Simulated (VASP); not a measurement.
Input of a VASP 6.6.1 run:

File INCAR:

```
SYSTEM = ZnCd2Se3
  ALGO = Normal
  EDIFF = 1E-6
  ENCUT = 500
  GGA = PS
  GGA_COMPAT = .False.
  ISIF = 2
  ISMEAR = -1
  LASPH = .True.
  LCHARG = .False.
  LREAL = .False.
  LWAVE = .False.
  NBANDS = 36
  NELM = 120
  PREC = Accurate
  SIGMA = 0.05
```

Contents of KPOINTS:

```
k-points
0
Gamma
  6 6 2
  0 0 0
```

The input POSCAR:

```
ZnCd2Se3
1.0
    4.0252832447      0.1014828000     -0.0085438065
   -1.9211076051      3.5393140181      0.0103257586
   -0.0268798693      0.0095481563      9.5167981631
Zn Cd Se
1 2 3
Direct
    0.1702247990      0.1539322263      0.0081002491
    0.2703207214      0.6615122461      0.6837039700
    0.6774311354      0.2560838157      0.3324756040
    0.2112675541      0.6776244529      0.1614997056
    0.6935949317      0.1947758282      0.8547265002
    0.1353807782      0.1196381458      0.5080709127
```

Potentials or basis: VASP PAW PBE potentials, release 64 (Zn, Cd, Se).

Launch:

```bash
$ cat potpaw_PBE.64/Zn/POTCAR potpaw_PBE.64/Cd/POTCAR potpaw_PBE.64/Se/POTCAR > POTCAR
$ mpirun -np 1 vasp_std > vasp.out
```

(1) Estimate the band gap on the k mesh.

(2) What does it give for the largest force?

## Answers

(1) 0.20 eV, indirect (least direct gap 0.56 eV).

(2) 0.025 eV/Å.

Caveat: the PAW data sets were made with another functional, which shifts forces and pressure a little.
